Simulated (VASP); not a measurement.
Here is a VASP 6.6.1 calculation.

File INCAR:

```
SYSTEM = Mg7CuS8
ALGO     = Normal         ! electronic algorithm
EDIFF    = 1E-7           ! SCF threshold, eV
ENCUT    = 520            ! plane-wave cutoff, eV
GGA      = RE             ! functional
ISIF     = 2              ! what is computed and relaxed
ISMEAR   = -1             ! smearing method
ISPIN    = 2              ! spin polarisation
ISYM     = 0            
LASPH    = .True.         ! aspherical terms in the spheres
LCHARG   = .True.         ! write CHGCAR
LELF     = .True.         ! ELF
LMAXMIX  = 4              ! l up to which the mixer works
LORBIT   = 11             ! projections on sites
LREAL    = Auto         
LVHAR    = .True.       
LWAVE    = .False.        ! write WAVECAR
MAGMOM   = 0 0 0 0 0 0 0 0 0 0 0 0 0 0 0 1 ! initial moments
NBANDS   = 54             ! bands
NELM     = 150            ! most SCF steps
PREC     = Accurate       ! precision mode
SIGMA    = 0.05           ! smearing width, eV
```

The input KPOINTS:

```
Automatic mesh
0
Gamma
  1 1 1
  0.25 0.25 0.25
```

Contents of POSCAR:

```
Mg7CuS8
1.0
   11.3030650000      0.0000000000      0.0000000000
    0.0000000000      5.6515330000      0.0000000000
    0.0000000000      0.0000000000      5.6515330000
Mg S Cu
7 8 1
Direct
    0.0112490000      0.0404860000      0.9885090000
    0.4997580000      0.9821630000      0.9912120000
    0.2439930000      0.5347990000      0.0168760000
    0.7416730000      0.4967160000      0.0158730000
    0.2472910000      0.9794280000      0.5320960000
    0.7408900000      0.9811640000      0.5055050000
    0.9914000000      0.4771800000      0.4861140000
    0.1316810000      0.2580360000      0.2642070000
    0.6262920000      0.2476250000      0.2432800000
    0.3743670000      0.7259500000      0.2521050000
    0.8825480000      0.7081770000      0.2620490000
    0.3857940000      0.2583150000      0.7412890000
    0.8851640000      0.2298290000      0.7376380000
    0.1354320000      0.7203250000      0.7498170000
    0.6181890000      0.7524450000      0.7656190000
    0.4918370000      0.4930010000      0.5054990000
```

Potentials or basis: VASP PAW PBE potentials, release 64 (Mg, S, Cu).

The run is started by

```console
$ cat potpaw_PBE.64/Mg/POTCAR potpaw_PBE.64/S/POTCAR potpaw_PBE.64/Cu/POTCAR > POTCAR
$ mpirun -np 1 vasp_std > vasp.out
```

Question: Predict the net moment.

Answer: 0.97 μB per cell.

Question: What does it give for the site moments?

Answer: Mg +0.00; S +0.01, +0.08, +0.09, +0.00, +0.12, +0.05 (each value once); Cu +0.38 μB.

Question: Predict the pressure.

Answer: 3.3 GPa.

Forces on the atoms (eV/Å):
```
Mg   0.368 -1.483  0.681
Mg  -0.689  0.934  0.934
Mg   0.580 -1.886  0.200
Mg   0.826  0.175 -0.729
Mg   0.845  0.792 -0.950
Mg   0.638  0.051 -0.331
Mg   1.294 -0.259  1.075
S    0.420 -0.688 -0.200
S   -0.815 -0.523  0.875
S    0.963  0.952  1.071
S   -1.217  2.202 -1.298
S   -0.663 -0.203  0.314
S   -1.576  0.197  0.192
S   -1.988  0.866 -0.494
S    0.566 -1.261 -1.027
Cu   0.449  0.134 -0.314
```

Caveat: the k points lie up to 0.56 Å⁻¹ apart; a moment this small can come from the mesh or the smearing; the PAW data sets were made with another functional, which shifts forces and pressure a little.
